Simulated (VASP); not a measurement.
# Ca (I4/mmm) in VASP: further runs, part 2 of 2

VASP 6.6.1. The steps go on from the part before.

## (4) Single point, r2SCAN (strain +0.0200 x Voigt [1, 1, 0, 0, 0, 0])

Contents of POSCAR:

```
Ca
1.0
   -2.2848000000      2.2848000000      2.2400000000
    2.2848000000     -2.2848000000      2.2400000000
    2.2848000000      2.2848000000     -2.2400000000
Ca
1
Direct
    0.0000000000      0.0000000000      0.0000000000
```

Contents of INCAR.step1:

```
SYSTEM = Ca
PREC = Accurate
ENCUT = 520
ISMEAR = 0
SIGMA = 0.15
LREAL = .FALSE.
LASPH = .TRUE.
NELM = 60
NBANDS = 11
GGA = PE
ALGO = Normal
EDIFF = 1E-4
LWAVE = .TRUE.
LCHARG = .FALSE.
```

Contents of INCAR.step2:

```
SYSTEM = Ca
PREC = Accurate
ENCUT = 520
EDIFF = 1E-6
ISMEAR = 0
SIGMA = 0.15
LREAL = .FALSE.
LASPH = .TRUE.
NELM = 60
ALGO = Normal
ISIF = 2
LWAVE = .FALSE.
LCHARG = .FALSE.
METAGGA = R2SCAN
LMIXTAU = .TRUE.
NBANDS = 11
ISTART = 1
```

Contents of KPOINTS:

```
Automatic mesh
0
G
  16 16 16
  0 0 0
```

Potentials or basis: VASP PAW PBE potentials, release 64 (Ca_sv).

Launch:

```
$ cat potpaw_PBE.64/Ca_sv/POTCAR > POTCAR
$ cp INCAR.step1 INCAR
$ mpirun -np 1 vasp_std > vasp.out
$ cp INCAR.step2 INCAR
$ mpirun -np 1 vasp_std > vasp.out
```

OUTCAR:

```text
SYSTEM = Ca
   PREC = Accurate
   ENCUT = 520
   EDIFF = 1E-6
   ISMEAR = 0
   LREAL = .FALSE.
   LASPH = .TRUE.
   NELM = 60
   ISIF = 2
   METAGGA = R2SCAN
   ISTART = 1

 ion  position               nearest neighbor table
   1  0.000  0.000  0.000-

  LATTYP: Found a body centered tetragonal cell.
 ALAT       =     4.5696000000
 C/A-ratio  =     0.9803921569

  Lattice vectors:

 A1 = (  -2.2848000000,   2.2848000000,   2.2400000000)
 A2 = (   2.2848000000,  -2.2848000000,   2.2400000000)
 A3 = (   2.2848000000,   2.2848000000,  -2.2400000000)

Analysis of symmetry for initial positions (statically):
=====================================================================
 Subroutine PRICEL returns:
 Original cell was already a primitive cell.

 Routine SETGRP: Setting up the symmetry group for a
 body centered tetragonal supercell.

 Subroutine GETGRP returns: Found 16 space group operations
 (whereof 16 operations were pure point group operations)
 out of a pool of 16 trial point group operations.

The static configuration has the point symmetry D_4h.

Analysis of symmetry for dynamics (positions and initial velocities):
=====================================================================
[... 161 lines left out ...]
 fundamental gap:      0.0046058971
 Fermi energy:         1.6482271824

 k-point     1 :       0.0000    0.0000    0.0000
  band No.  band energies     occupation
      1     -42.4374      2.00000
      2     -22.4735      2.00000
      3     -22.4721      2.00000
      4     -22.4720      2.00000
      5      -2.4895      2.00000
      6       4.1046      0.00000
      7       4.1919      0.00000
      8       4.1919      0.00000
      9       5.0992      0.00000
     10       5.2039      0.00000
     11      11.8509      0.00000
[... 309 lines left out ...]
 k-point    24 :      -0.0625    0.0625    0.0000
  band No.  band energies     occupation
      1     -42.4370      2.00000
      2     -22.4759      2.00000
      3     -22.4747      2.00000
      4     -22.4720      2.00000
      5      -2.4214      2.00000
      6       4.0786      0.00000
      7       4.1506      0.00000
      8       4.2410      0.00000
      9       5.0467      0.00000
     10       5.2022      0.00000
     11      11.7137      0.00000

 [... further k-points ...]
[... 5 lines left out ...]
  --------------------------------------------------------------------------------------
  -------------------------------------------------------------------------------------
  Total       -0.3480346     -0.3480346     -0.3383545      0.0000000     -0.0000000      0.0000000
  in kB      -11.9214363    -11.9214363    -11.5898594      0.0000000     -0.0000000      0.0000000
  external PRESSURE =     -11.8109107 kB  Pullay stress =       0.0000000 kB

 VOLUME and BASIS-vectors are now :
 -----------------------------------------------------------------------------
  energy-cutoff  :      520.00
  volume of cell :       46.77
      direct lattice vectors                 reciprocal lattice vectors
    -2.284800000  2.284800000  2.240000000     0.000000000  0.218837535  0.223214286
     2.284800000 -2.284800000  2.240000000     0.218837535  0.000000000  0.223214286
     2.284800000  2.284800000 -2.240000000     0.218837535  0.218837535  0.000000000

 POSITION                                       TOTAL-FORCE (eV/Angst)
 -----------------------------------------------------------------------------------
      0.00000      0.00000      0.00000         0.000000      0.000000      0.000000
 -----------------------------------------------------------------------------------
    total drift:                                0.000000     -0.000000      0.000000

  FREE ENERGIE OF THE ION-ELECTRON SYSTEM (eV)
  ---------------------------------------------------
  free  energy   TOTEN  =        -7.0126170968 eV

  energy  without entropy=       -6.9975089403  energy(sigma->0) =       -7.00506302
```

OUTCAR.step1:

```text
SYSTEM = Ca
   PREC = Accurate
   ENCUT = 520
   ISMEAR = 0
   LREAL = .FALSE.
   LASPH = .TRUE.
   NELM = 60
[... 556 lines left out ...]
 -----------------------------------------------------------------------------------
      0.00000      0.00000      0.00000         0.000000      0.000000      0.000000
 -----------------------------------------------------------------------------------
    total drift:                               -0.000000     -0.000000      0.000000

  FREE ENERGIE OF THE ION-ELECTRON SYSTEM (eV)
  ---------------------------------------------------
  free  energy   TOTEN  =        -1.9001421710 eV

  energy  without entropy=       -1.8822490781  energy(sigma->0) =       -1.89119562
```

OSZICAR.step1:

```text
N       E                     dE             d eps       ncg     rms          rms(c)
DAV:   1     0.656950641183E+02    0.65695E+02   -0.48943E+03  7678   0.806E+02
DAV:   2    -0.338957396175E+00   -0.66034E+02   -0.65434E+02  8434   0.206E+02
DAV:   3    -0.182955607770E+01   -0.14906E+01   -0.14718E+01 11543   0.301E+01
DAV:   4    -0.190099486497E+01   -0.71439E-01   -0.71136E-01 10049   0.513E+00
DAV:   5    -0.190226535135E+01   -0.12705E-02   -0.12703E-02 10899   0.599E-01    0.228E+00
DAV:   6    -0.189984291484E+01    0.24224E-02   -0.10215E-02  9379   0.110E+00    0.139E+00
DAV:   7    -0.190050255276E+01   -0.65964E-03   -0.16855E-02  8453   0.150E+00    0.988E-02
DAV:   8    -0.190012140813E+01    0.38114E-03   -0.16928E-03  9131   0.395E-01    0.209E-02
DAV:   9    -0.190014217104E+01   -0.20763E-04   -0.10144E-04  8677   0.807E-02
   1 F= -.19001422E+01 E0= -.18911956E+01  d E =-.178931E-01
```

Wall time 4.8 min (1 thread of Intel Xeon 6975P-C (Granite Rapids), shared host); peak memory 0.3 GiB.

What came out:

| Item | Value |
| --- | --- |
| Free energy | -7.0126 eV |
| Pressure | -1.2 GPa |
| Band gap on the k mesh | zero (bands 5 and 6 overlap by 0.63 eV) |

Caveat: the cell differs from its parent crystal (strain +0.0200 x Voigt [1, 1, 0, 0, 0, 0]); the PAW data sets were made with another functional, which shifts forces and pressure a little.

## (5) The runs side by side

| cell | gap on the mesh (eV) | pressure (GPa) |
| --- | --- | --- |
| a = 3.906 Å, angles 109.2, 109.2, 110.0°, 1 atom | none | -0.9 |
| a = 3.925 Å, angles 109.0, 109.0, 110.4°, 1 atom | none | -1.1 |
| a = 3.932 Å, angles 108.9, 108.9, 110.5°, 1 atom | none | -1.2 |

Alike in all rows: task single point; level r2SCAN; potentials or basis VASP PAW PBE potentials, release 64 (Ca_sv); no spin polarisation; k mesh 16 × 16 × 16; cutoff (eV) 520; smearing gaussian 0.15 eV.

Caveats: the PAW data sets were made with another functional, which shifts forces and pressure a little.

Total energies depend on the potentials used, so only differences within one code and one set of settings carry meaning.
